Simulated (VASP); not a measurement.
## GaBAs4: single point with PBE

The system is GaBAs4.

```xyz
6
Lattice="0.0000 3.9235 3.9235 3.9235 0.0000 3.9235 3.9235 3.9235 0.0000" Properties=species:S:1:pos:R:3 pbc="T T T"
Ga    0.0000    0.0000    0.0000
B     1.9617    1.9617    1.9617
As    4.8855    2.9615    2.9615
As    4.8855    4.8855    4.8855
As    2.9615    4.8855    2.9615
As    2.9615    2.9615    4.8855
```

| Property | Result |
| --- | --- |
| Program | VASP 6.6.1 |
| Task | single point |
| Functional | PBE |
| Potentials or basis | VASP PAW PBE potentials, release 64 (Ga_d, B, As) |
| Cutoff | 520 eV |
| k mesh | 8 × 8 × 8 |
| Occupations | gaussian, width 0.1 eV |
| Spin | no spin polarisation |

```json
{"Pressure": "0.1 GPa", "Largest force": "0.014 eV/Å", "Band gap on the k mesh": "zero (bands 18 and 19 overlap by 1.66 eV)"}
```

Forces in eV/Å, atoms in the order of the input:
```
Ga   0.000  0.000  0.000
B    0.000  0.000  0.000
As   0.008 -0.008 -0.008
As   0.008  0.008  0.008
As  -0.008  0.008 -0.008
As  -0.008 -0.008  0.008
```

Levels at points of the mesh, in eV from the Fermi level:
| k point | band 16 | band 17 | band 18 | band 19 | band 20 | band 21 |
| --- | --- | --- | --- | --- | --- | --- |
| (0.00, 0.00, 0.00) | -2.73 | -2.73 | -0.47 | -0.47 | -0.47 | 3.52 |
| (0.50, 0.00, 0.00) | -1.47 | -1.19 | -0.98 | -0.98 | 0.57 | 1.20 |
| (0.50, 0.50, 0.00) | -0.93 | -0.93 | -0.70 | -0.32 | 0.13 | 0.30 |

Wall time 2.8 min on 1 thread of Intel Xeon 8259CL, with other jobs on the host, peak memory 0.31 GiB.
